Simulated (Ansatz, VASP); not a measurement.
## Two plane-wave programs on Zn4O

```
Zn O
1.0
     3.03970    0.00000    0.00000
    -1.51985    2.63246    0.00000
     0.00000    0.00000    9.03705
Zn O
4 1
Direct
  0.66667 0.33333 0.01879
  0.00000 0.00000 0.69996
  0.33333 0.66667 0.46340
  0.00000 0.00000 0.23631
  0.66667 0.33333 0.80607
```

Alike in both runs: functional PBE; k mesh 12 × 12 × 4; occupations gaussian, width 0.1 eV; no spin polarisation.

Ansatz relaxed the structure, and its values are those at the end. VASP's run is a single point on that final structure, the one shown.

|  | VASP | Ansatz |
| --- | --- | --- |
| version | VASP 6.6.1 | Ansatz 0.2.0 |
| potentials or method | VASP PAW PBE potentials, release 64 (Zn, O), cutoff 520 eV | scalar-relativistic, plane waves, PAW |
| valence electrons in the cell | 54 | 54 |

```tsv
	VASP	Ansatz	Ansatz less VASP
gap on the k mesh at the Fermi level (eV)	none	none	-
pressure (GPa)	0.5	0.0	-0.55
rms of the force components (eV/Å)	0.024	0.000	-0.0236
```

A gap of «none» marks a metal or a gap that the smearing closes.
